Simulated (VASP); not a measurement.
A run of VASP 6.6.1:

File INCAR:

```
PREC = Accurate
ENCUT = 520
EDIFF = 1E-6
ISMEAR = 0
SIGMA = 0.1
LREAL = False
LASPH = True
NELM = 80
ALGO = Normal
ISIF = 2
LWAVE = False
LCHARG = False
GGA = PE
NBANDS = 24
```

File KPOINTS:

```
Automatic mesh
0
Gamma
  6 6 2
```

Contents of POSCAR:

```
B2Sb3Os
1.0
    3.7034584600      0.0000000000      0.0000000000
    0.0000000000      3.7034584600      0.0000000000
    0.0000000000      0.0000000000      8.1241725000
B Sb Os
2 3 1
Direct
    0.0000000000      0.5000000000      0.7372320300
    0.5000000000      0.0000000000      0.2627679700
    0.5000000000      0.5000000000      0.0000000000
    0.0000000000      0.5000000000      0.3774000100
    0.5000000000      0.0000000000      0.6225999900
    0.0000000000      0.0000000000      0.0000000000
```

Potentials or basis: VASP PAW PBE potentials, release 64 (B, Sb, Os).

Command:

```bash
$ cat potpaw_PBE.64/B/POTCAR potpaw_PBE.64/Sb/POTCAR potpaw_PBE.64/Os/POTCAR > POTCAR
$ mpirun -np 1 vasp_std > vasp.out
```

Hardware: 1 thread of Oxide Virtual Turin-like Processor, on a shared host.

Task: How long does it take, and how much memory?

Result: It took 71 s on 1 thread of Oxide Virtual Turin-like Processor, on a shared host, peak memory 0.2 GiB. Counts: scf iterations 14, k points 20.
